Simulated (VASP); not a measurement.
Cu: relaxation of cell and atoms with PBE

The system is Cu.

```
CELL_PARAMETERS angstrom
-1.44236 1.44236 1.44236
1.44236 -1.44236 1.44236
1.44236 1.44236 -1.44236
ATOMIC_POSITIONS crystal
Cu 0.00000 0.00000 0.00000
```

| Property | Result |
| --- | --- |
| Program | VASP 6.6.1 |
| Task | relaxation of cell and atoms |
| Functional | PBE |
| Potentials or basis | VASP PAW PBE potentials, release 64 (Cu) |
| Cutoff | 600 eV |
| k mesh | 20 × 20 × 20 |
| Occupations | fermi-dirac, width 0.05 eV |
| Spin | non-collinear spin, zero start, spin-orbit coupling |
| Starting moments | [[0.0, 0.0, 0.0]] μB |
| Dipole correction | no |
| Further INCAR settings | ALGO = Normal; EDIFF = 1e-07; IBRION = 2; EDIFFG = -0.005; NSW = 45; ISIF = 3 |

The relaxed volume is 12.06 Å³/atom and the relaxed cell is a = 2.502 Å, b = 2.502 Å, c = 2.502 Å, α = 109.47°, β = 109.47°, γ = 109.47°. The space group after relaxing (to 0.05 Å) is Im-3m (No. 229). The energy gained by relaxing is 0.1 meV/atom and the ionic steps are 3. The pressure after relaxing is 0.0 GPa, the net moment is 0.00 μB per cell and the valence electrons inside the program's atomic spheres are Cu 9.98.

The path:
| step | energy change (eV) | largest force (eV/Å) | pressure (GPa) | volume (Å³) |
| --- | --- | --- | --- | --- |
| 1 | 0.0000 | 0.0000 | 0.63 | 12.00 |
| 2 | -0.0001 | 0.0000 | -0.32 | 12.08 |
| 3 | -0.0001 | 0.0000 | 0.02 | 12.06 |

Final structure:
```xyz
1
Lattice="-1.4445 1.4445 1.4445 1.4445 -1.4445 1.4445 1.4445 1.4445 -1.4445" Properties=species:S:1:pos:R:3 pbc="T T T"
Cu    0.0000    0.0000    0.0000
```

Moments on the atoms (μB; x, y, z):
```
Cu  0.00 0.00 0.00
```

Run time: 2.7 min on 1 thread of Intel(R) Xeon(R) Platinum 8488C (Sapphire Rapids) (shared host), peak memory 0.24 GiB.
